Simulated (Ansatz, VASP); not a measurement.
# One calculation of Ti4Se, two programs

```xyz
5
Lattice="0.0000 3.7204 3.7204 3.7204 0.0000 3.7204 3.7204 3.7204 0.0000" Properties=species:S:1:pos:R:3 pbc="T T T"
Ti    4.6444    4.6444    4.6444
Ti    2.7965    2.7965    4.6444
Ti    2.7965    4.6444    2.7965
Ti    4.6444    2.7965    2.7965
Se    0.0000    0.0000    0.0000
```

Alike in both runs: functional PBE; k mesh 4 × 4 × 4; occupations gaussian, width 0.1 eV; collinear spin.

Ansatz relaxed the structure, and its values are those at the end. VASP's run is a single point on that final structure, the one shown.

```csv
,VASP,Ansatz
version,VASP 6.6.1,Ansatz 0.2.0
potentials or method,"VASP PAW PBE potentials, release 64 (Ti_sv, Se), cutoff 520 eV","scalar-relativistic, plane waves, PAW"
valence electrons in the cell,54,64
```

```tsv
	VASP	Ansatz	Ansatz less VASP
gap on the k mesh at the Fermi level (eV)	none	none	-
pressure (GPa)	0.1	0.2	+0.09
rms of the force components (eV/Å)	0.003	0.005	+0.0016
net moment per atom (μB)	0.00	0.00	0.000
```

A gap of «none» marks a metal or a gap that the smearing closes. VASP's potentials hold 54 valence electrons a cell and Ansatz's 64, so a difference there can come from the potentials and not from the codes. Ansatz's warnings: seeded moment not kept.

The k mesh is coarse, so the values compare programs but aren't converged.
